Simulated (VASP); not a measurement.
Runs of VASP 6.6.1 on ScAl. The structure is that of space group Pm-3m (No. 221), or close to it. The cells are those of the table. 

| task | cell | k mesh | cutoff (eV) | smearing | gap on the mesh (eV) | pressure (GPa) |
| --- | --- | --- | --- | --- | --- | --- |
| single point | a = 3.310 Å, 2 atoms | 12 × 12 × 12 | 520 | fermi-dirac 0.15 eV | none | 0.2 |
| single point | a = 3.308 Å, 2 atoms | 12 × 12 × 12 | 520 | gaussian 0.1 eV | none | 0.2 |
| single point | a = 3.288 Å, 2 atoms | 12 × 12 × 12 | 520 | fermi-dirac 0.15 eV | none | (a) |
| relaxation of cell and atoms | relaxed from a = 3.308 Å, 2 atoms | 12 × 12 × 12 | 600 | fermi-dirac 0.15 eV | none | 0.0 |
| single point | a = 3.332 Å, 2 atoms | 12 × 12 × 12 | 520 | fermi-dirac 0.15 eV | none | -1.4 |

Alike in all rows: level LDA; potentials or basis VASP PAW LDA potentials, release 64 (Sc_sv, Al); no spin polarisation.

Task: Estimate the missing entries.

Result: (a) 2.0.

A gap of «none» marks levels without a gap at the run's occupations.
